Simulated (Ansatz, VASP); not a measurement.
# Two plane-wave programs on CuO

The input INCAR:

```
PREC = Accurate ; ENCUT = 520
EDIFF = 1E-7 ; ISMEAR = -1
SIGMA = 0.05 ; LREAL = F
LASPH = T ; NELM = 150
ALGO = Normal ; ISIF = 2
LWAVE = F ; LCHARG = F
LMAXMIX = 4 ; LDAU = T
LDAUTYPE = 2 ; LDAUL = 2 -1
LDAUU = 5.3 0 ; LDAUJ = 0 0
LDAUPRINT = 1 ; NBANDS = 25
```

Contents of KPOINTS:

```
Automatic mesh
0
Gamma
  10 10 5
```

Contents of POSCAR:

```
CuO
1.0
    0.1896038200     -2.1722883700     -2.0431441000
   -2.0197235200      0.1062952100     -1.9598354900
    2.3832003700      2.2858393900     -4.3894430400
Cu O
2 2
Direct
    0.4562322400      0.5306856300      0.4854117400
    0.9742842800      0.9858673900      0.0243612000
    0.8016626700      0.7447211200      0.7392802400
    0.2678208100      0.2387258700      0.2509468100
```

File input.yaml:

```yaml
crystal:
  lattice:
    - [0.18960382, -2.17228837, -2.0431441]
    - [-2.01972352, 0.10629521, -1.95983549]
    - [2.38320037, 2.28583939, -4.38944304]
  atoms:
    - { symbol: Cu, position: [0.45623224, 0.53068563, 0.48541174] }
    - { symbol: Cu, position: [0.97428428, 0.98586739, 0.0243612] }
    - { symbol: O, position: [0.80166267, 0.74472112, 0.73928024] }
    - { symbol: O, position: [0.26782081, 0.23872587, 0.25094681] }
hamiltonian:
  xc: lda
  pseudopotentials: { kind: paw }
  hubbard: { sites: [{ species: Cu, l: d, u_eff: 5.3 }] }
kpoints:
  mp_grid: { grid: [10, 10, 5] }
  band_path:
    path:
      - [[0.0, 0.0, -0.5], [0.0, 0.0, 0.0], [-0.5, 0.0, 0.0]]
      - [[-0.5, 0.0, -0.5], [0.0, 0.0, 0.0], [0.5, 0.5, 0.5]]
      - [[0.5, 0.5, 0.0], [0.0, 0.0, 0.0], [0.0, 0.5, 0.5]]
      - [[0.0, 0.5, 0.0], [0.0, 0.0, 0.0]]
    npoints: 14
scf:
  occupations: { method: fermi_dirac, width: 0.05 }
  n_extra_bands: 10
output:
  forces: true
  stress: true
  eigenvalues: true
  fatbands: true
  write_density: true
  write_potential: true
  elf: true
  volumetric_format: npy
```

Alike in both runs: functional LDA; k mesh 10 × 10 × 5; occupations fermi-dirac, width 0.05 eV; no spin polarisation; Hubbard terms Cu d U = 5.3 eV.

|  | VASP | Ansatz |
| --- | --- | --- |
| version | VASP 6.6.1 | Ansatz 0.2.0 |
| potentials or method | VASP PAW LDA potentials, release 64 (Cu, O) | Ansatz PAW |
| plane-wave cutoff (eV) | 520 | 420 |
| valence electrons in the cell | 34 | 50 |
| task | single point | band structure |

Ansatz gave:

| Item | Value |
| --- | --- |
| gap on the k mesh at the Fermi level (eV) | none |
| pressure (GPa) | -15.5 |
| traceless stress, the component that is largest in VASP (GPa) | 7.03 |
| rms of the force components (eV/Å) | 0.611 |

What did VASP give for the same quantities?

gap on the k mesh at the Fermi level (eV): none; pressure (GPa): -21.5; traceless stress, the component that is largest in VASP (GPa): 8.27; rms of the force components (eV/Å): 0.544.

LDA's correlation is that of Perdew and Zunger in VASP and of Perdew and Wang (1992) in Ansatz. The programs project onto different local orbitals, so the same U acts differently, and such runs can settle in different states. Atom by atom the forces differ by 0.087 eV/Å (rms over components). A gap of «none» marks a metal or a gap that the smearing closes. VASP's potentials hold 34 valence electrons a cell and Ansatz's 50, so a difference there can come from the potentials and not from the codes.
